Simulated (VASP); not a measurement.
A run of VASP 6.6.1:

The input INCAR:

```
PREC     = Accurate       # precision mode
ENCUT    = 520            # plane-wave cutoff, eV
EDIFF    = 1E-6           # SCF threshold, eV
ISMEAR   = -1             # smearing method
SIGMA    = 0.1            # smearing width, eV
LREAL    = F              # projectors in reciprocal space
LASPH    = T              # aspherical terms in the spheres
NELM     = 100            # most SCF steps
ALGO     = Normal         # electronic algorithm
ISIF     = 2              # what is computed and relaxed
LWAVE    = F              # write WAVECAR
LCHARG   = F              # write CHGCAR
NBANDS   = 18             # bands
```

Contents of KPOINTS:

```
regular mesh
0
Gamma
  7 7 6
```

The input POSCAR:

```
CsO2
1.0
    2.3489671305     -3.0790787477      0.0000000000
    2.3489671305      3.0790787477      0.0000000000
    0.0000000000      0.0000000000      3.7132200931
Cs O
1 2
Direct
    0.5000000000      0.5000000000      0.0000000000
    0.1070060928      0.8929939072      0.5000000000
    0.8929939072      0.1070060928      0.5000000000
```

Potentials or basis: VASP PAW LDA potentials, release 64 (Cs_sv, O).

Command:

```sh
$ cat potpaw_LDA.64/Cs_sv/POTCAR potpaw_LDA.64/O/POTCAR > POTCAR
$ mpirun -np 1 vasp_std > vasp.out
```

Hardware: 1 thread of Intel(R) Xeon(R) Platinum 8488C (Sapphire Rapids), with other jobs on the host.

**Question.** How long does it take, and how much memory?

**Answer.** Wall time 30 s on 1 thread of Intel(R) Xeon(R) Platinum 8488C (Sapphire Rapids), on a shared host, peak memory 0.18 GiB. Counts: scf iterations 13, k points 64.
